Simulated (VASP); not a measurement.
# Ga (C2/c) in VASP: a series of runs

Runs on Ga. Level: PBE. Tasks: single point.

Everything below comes from runs of VASP 6.6.1. Logs are shortened: lines on timing, memory, paths and dates and some standing lists are left out, and cuts for length are marked.

## (1) The cell of the first run

The structure is monoclinic, space group C2/c (No. 15). The conventional cell has a = 2.820 Å, b = 8.211 Å, c = 3.397 Å, α = 90.00°, β = 92.02°, γ = 90.00°. Within 3.6 Å of Ga (site symmetry 2) lie 10 Ga at 2.74 to 3.40 Å.

## (2) Single point, PBE (19.66 Å³/atom)

The input, INCAR:

```
SYSTEM = Ga
  ALGO = Normal
  EDIFF = 1E-6
  ENCUT = 520
  GGA = PE
  ISIF = 2
  ISMEAR = -1
  LASPH = .True.
  LCHARG = .False.
  LREAL = .False.
  LWAVE = .False.
  NBANDS = 20
  NELM = 60
  PREC = Accurate
  SIGMA = 0.03
```

The input, KPOINTS:

```
k-points
0
Gamma
  14 14 11
  0 0 0
```

The input, POSCAR:

```
Ga
1.0
    1.4101245334     -4.1054710295      0.0000000000
    1.4101245334      4.1054710295      0.0000000000
   -0.1197535260      0.0000000000      3.3952393258
Ga
2
Direct
    0.8690000000      0.1310000000      0.2500000000
    0.1310000000      0.8690000000      0.7500000000
```

Potentials or basis: VASP PAW PBE potentials, release 64 (Ga_d).

Command:

```bash
$ cat potpaw_PBE.64/Ga_d/POTCAR > POTCAR
$ mpirun -np 1 vasp_std > vasp.out
```

OUTCAR:

```text
SYSTEM = Ga
   EDIFF = 1E-6
   ENCUT = 520
   GGA = PE
   ISIF = 2
   ISMEAR = -1
   LASPH = .True.
   LREAL = .False.
   NELM = 60
   PREC = Accurate

 ion  position               nearest neighbor table
   1  0.869  0.131  0.250-   2 2.74   2 2.74   2 2.92   2 2.92
   2  0.131  0.869  0.750-   1 2.74   1 2.74   1 2.92   1 2.92

  LATTYP: Found a base centered monoclinic cell.
 ALAT       =     2.8202490668
 B/A-ratio  =     2.9114244397
 C/A-ratio  =     1.2046278548
 COS(beta)  =    -0.0352490928

  Lattice vectors:

 A1 = (   1.4101245334,  -4.1054710295,   0.0000000000)
 A2 = (   1.4101245334,   4.1054710295,   0.0000000000)
 A3 = (  -0.1197535260,   0.0000000000,   3.3952393258)

Analysis of symmetry for initial positions (statically):
=====================================================================
 Subroutine PRICEL returns:
 Original cell was already a primitive cell.

 Routine SETGRP: Setting up the symmetry group for a
 base centered monoclinic supercell.

 Subroutine GETGRP returns: Found  4 space group operations
 (whereof  2 operations were pure point group operations)
 out of a pool of  4 trial point group operations.

The static configuration has the point symmetry S_2 .
 The point group associated with its full space group is C_2h.

Analysis of symmetry for dynamics (positions and initial velocities):
=====================================================================
 Subroutine PRICEL returns:
 Original cell was already a primitive cell.

 Routine SETGRP: Setting up the symmetry group for a
 base centered monoclinic supercell.

 Subroutine GETGRP returns: Found  4 space group operations
 (whereof  2 operations were pure point group operations)
 out of a pool of  4 trial point group operations.

The dynamic configuration has the point symmetry S_2 .
 The point group associated with its full space group is C_2h.

 Subroutine INISYM returns: Found  4 space group operations
 (whereof  2 operations are pure point group operations),
 and found     1 'primitive' translations

----------------------------------------------------------------------------------------

                                     Primitive cell

  volume of cell :      39.3116

  direct lattice vectors                    reciprocal lattice vectors
     1.410124533 -4.105471030  0.000000000     0.354578612 -0.121788705  0.012506346
     1.410124533  4.105471030  0.000000000     0.354578612  0.121788705  0.012506346
    -0.119753526  0.000000000  3.395239326     0.000000000  0.000000000  0.294530048
[... 81 lines left out ...]
   LASPH  =      T    aspherical Exc in radial PAW
   ENCUT  =  520.0 eV  38.22 Ry    6.18 a.u.   8.07  8.07  6.32*2*pi/ulx,y,z
   NELM   =     60;   NELMIN=  2; NELMDL= -5     # of ELM steps
   EDIFF  = 0.1E-05   stopping-criterion for ELM
   LREAL  =      F    real-space projection
   EDIFFG = 0.1E-04   stopping-criterion for IOM
   NSW    =      0    number of steps for IOM
   IBRION =     -1    ionic relax: 0-MD 1-quasi-New 2-CG
   NFREE  =      0    steps in history (QN), initial steepest desc. (CG)
   ISIF   =      2    stress and relaxation
   ISYM   =      2    0-nonsym 1-usesym 2-fastsym
   POTIM  = 0.5000    time-step for ionic-motion
   TEBEG  =    0.0;   TEEND  =   0.0 temperature during run
   PSTRESS=    0.0 pullay stress
   NELECT =      26.0000    total number of electrons
   NUPDOWN=      -1.0000    fix difference up-down
   EMIN   =  10.00;   EMAX   =-10.00  energy-range for DOS
   EFERMI =   0.00;   METHOD = LEGACY
   ISMEAR =    -1;   SIGMA  =   0.03  broadening in eV -4-tet -1-fermi 0-gaus
   EFERMI_NEDOS =   21; number of points for ismear=-14 and -15
   IALGO  =     38    algorithm
   IMIX   =      4    mixing-type and parameters
     AMIX     =   0.40;   BMIX     =  1.00
     AMIX_MAG =   1.60;   BMIX_MAG =  1.00
  volume/ion in A,a.u.               =      19.66       132.64
  Fermi-wavevector in a.u.,A,eV,Ry     =   1.426349  2.695408 27.680647  2.034470
  Thomas-Fermi vector in A             =   2.546635
   LORBIT       =      0    0 simple, 1 ext, 2 COOP (PROOUT), +10 PAW based schemes
   GGA     = PE    functional components
   LHFCALC =     F    Hartree Fock is set to
   AEXX    =    0.0000 exact exchange contribution
   IVDW    =     0    specifies the selected vdW correction
   LEPSILON=     F    determine dielectric tensor
   LRPA    =     F    only Hartree local field effects (RPA)
 non-spin polarized calculation
  energy-cutoff  :      520.00
  volume of cell :       39.31
 maximum number of plane-waves:      1075
   NGX = 17   NGY = 17   NGZ = 13

 number of electron      26.0000005 magnetization

 Free energy of the ion-electron system (eV)
  ---------------------------------------------------
  ext. energy  EPLUGINS =         0.00000000
  ---------------------------------------------------
  free energy    TOTEN  =        -5.77605167 eV

  energy without entropy =       -5.77414149  energy(sigma->0) =       -5.77509658

 E-fermi :   5.1181     XC(G=0): -10.7691

 val. band max:        5.1141751656   @ k =  -0.3571   0.4286   0.2727
 cond. band min:       5.1385271614   @ k =  -0.2143   0.5000   0.3636
 fundamental gap:      0.0243519959
 Fermi energy:         5.1180977496

 k-point     1 :       0.0000    0.0000    0.0000
  band No.  band energies     occupation
      1      -9.9569      2.00000
      2      -9.9450      2.00000
      3      -9.9177      2.00000
      4      -9.8901      2.00000
      5      -9.6599      2.00000
      6      -9.6571      2.00000
[... 541 lines left out ...]
     19      15.8953      0.00000
     20      17.0781      0.00000

 [... further k-points ...]

------------------------ aborting loop because EDIFF is reached ----------------------------------------

  FORCE on cell =-STRESS in cart. coord.  units (eV):
  Direction    XX          YY          ZZ          XY          YZ          ZX
  --------------------------------------------------------------------------------------
  -------------------------------------------------------------------------------------
  Total       -0.2356124     -0.2205545     -0.2974951      0.0000000      0.0000000     -0.0107282
  in kB       -9.6025791     -8.9888835    -12.1246576      0.0000000      0.0000000     -0.4372385
  external PRESSURE =     -10.2387067 kB  Pullay stress =       0.0000000 kB

 VOLUME and BASIS-vectors are now :
 -----------------------------------------------------------------------------
  energy-cutoff  :      520.00
  volume of cell :       39.31
      direct lattice vectors                 reciprocal lattice vectors
     1.410124533 -4.105471030  0.000000000     0.354578612 -0.121788705  0.012506346
     1.410124533  4.105471030  0.000000000     0.354578612  0.121788705  0.012506346
    -0.119753526  0.000000000  3.395239326     0.000000000  0.000000000  0.294530048

 POSITION                                       TOTAL-FORCE (eV/Angst)
 -----------------------------------------------------------------------------------
      1.38019     -3.02984      0.84881        -0.000000      0.157635     -0.000000
      1.32031      3.02984      2.54643         0.000000     -0.157635      0.000000
 -----------------------------------------------------------------------------------
    total drift:                                0.000000      0.000000     -0.000000

  FREE ENERGIE OF THE ION-ELECTRON SYSTEM (eV)
  ---------------------------------------------------
  free  energy   TOTEN  =        -5.7760516655 eV

  energy  without entropy=       -5.7741414880  energy(sigma->0) =       -5.77509658
```

stdout:

```text
POSCAR found type information on POSCAR Ga
 POSCAR found :  1 types and       2 ions
 scaLAPACK will be used
 LDA part: xc-table for (Slater+PW92), standard interpolation
 POSCAR, INCAR and KPOINTS ok, starting setup
 FFT: planning ... GRIDC
 FFT: planning ... GRID_SOFT
 FFT: planning ... GRID
 WAVECAR not read
 entering main loop
```

Run time: 3.5 min. Hardware: 1 thread of AMD EPYC 9R45 (Zen 5), shared host; peak memory 0.43 GiB.

What came out:

```
Free energy            : -5.7761 eV
Pressure               : -1.0 GPa
Largest force          : 0.158 eV/Å
Band gap on the k mesh : zero (bands 13 and 14 overlap by 7.61 eV)
```

Forces on the atoms (eV/Å):
```
Ga   0.000  0.158  0.000
Ga   0.000 -0.158  0.000
```

## (3) Single point, PBE (equal xx and yy strain of +2 %)

The input, INCAR:

```
  PREC = Accurate
  ENCUT = 520
  EDIFF = 1E-7
  ISMEAR = -1
  SIGMA = 0.03
  LREAL = F
  LASPH = T
  NELM = 80
  ALGO = Normal
  ISIF = 2
  LWAVE = F
  LCHARG = F
  GGA = PE
  NBANDS = 20
```

The input, KPOINTS:

```
regular mesh
0
Gamma
  14 14 11
```

The input, POSCAR:

```
Ga
1.0
    1.4106600000     -4.1070300000      0.0000000000
    1.4106600000      4.1070300000      0.0000000000
   -0.1197990000      0.0000000000      3.3299300000
Ga
2
Direct
    0.8690000000      0.1310000000      0.2500000000
    0.1310000000      0.8690000000      0.7500000000
```

Potentials or basis: VASP PAW PBE potentials, release 64 (Ga_d).

Command:

```bash
$ cat potpaw_PBE.64/Ga_d/POTCAR > POTCAR
$ mpirun -np 1 vasp_std > vasp.out
```

It took 8.5 min on 1 thread of Oxide Virtual Turin-like, shared host; peak memory 0.41 GiB.

Results (log left out):

```yaml
Free_energy: -5.7794 eV
Pressure: -0.2 GPa
Largest_force: 0.182 eV/Å
Band_gap_on_the_k_mesh: zero (bands 13 and 14 overlap by 7.97 eV)
```

Forces in eV/Å, atoms in the order of the input:
```
Ga   0.000  0.182  0.000
Ga   0.000 -0.182  0.000
```

Stress tensor (GPa, compression positive):
```
-0.15  0.00  0.11
 0.00 -0.31  0.00
 0.11  0.00 -0.19
```

Levels at points of the mesh, in eV from the Fermi level:
| k point | band 9 | band 10 | band 11 | band 12 | band 13 | band 14 | band 15 | band 16 | band 17 | band 18 |
| --- | --- | --- | --- | --- | --- | --- | --- | --- | --- | --- |
| (0.00, 0.00, 0.00) | -14.77 | -14.64 | -10.95 | -2.09 | -1.81 | 1.92 | 5.63 | 9.12 | 9.80 | 10.07 |
| (0.50, 0.00, 0.00) | -14.70 | -14.66 | -6.09 | -4.93 | -1.37 | -0.20 | 5.75 | 6.38 | 8.40 | 8.90 |
| (0.50, 0.50, 0.00) | -14.74 | -14.69 | -8.91 | -8.42 | 4.17 | 4.72 | 5.86 | 6.06 | 7.09 | 10.55 |

Caveat: the cell differs from its parent crystal (equal xx and yy strain of +2 %).

The gap in the log of VASP goes by the Fermi energy; the results here count the filled bands.